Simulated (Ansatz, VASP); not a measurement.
# Pb in VASP and in Ansatz

```
Pb
1.0
     0.00000    2.42793    2.42793
     2.42793    0.00000    2.42793
     2.42793    2.42793    0.00000
Pb
1
Direct
  0.00000 0.00000 0.00000
```

Change from the starting cell: volume scaled by 0.95, PAW files.

Alike in both runs: task electric field gradients; functional PBE; k mesh 12 × 12 × 12; occupations fermi-dirac, width 0.05 eV; no spin polarisation.

```csv
,VASP,Ansatz
version,VASP 6.6.1,Ansatz 0.2.0
potentials or method,"VASP PAW PBE potentials, release 64 (Pb_d)","PAW with Ansatz's default frozen-core files, scalar-relativistic"
plane-wave cutoff (eV),400,420
valence electrons in the cell,14,14
```

|  | VASP | Ansatz | Ansatz less VASP |
| --- | --- | --- | --- |
| pressure (GPa) | 5.8 | 5.9 | +0.07 |

The functional is the same, so the differences come from potentials, cutoffs and numerics.

Spin-orbit coupling is off throughout.
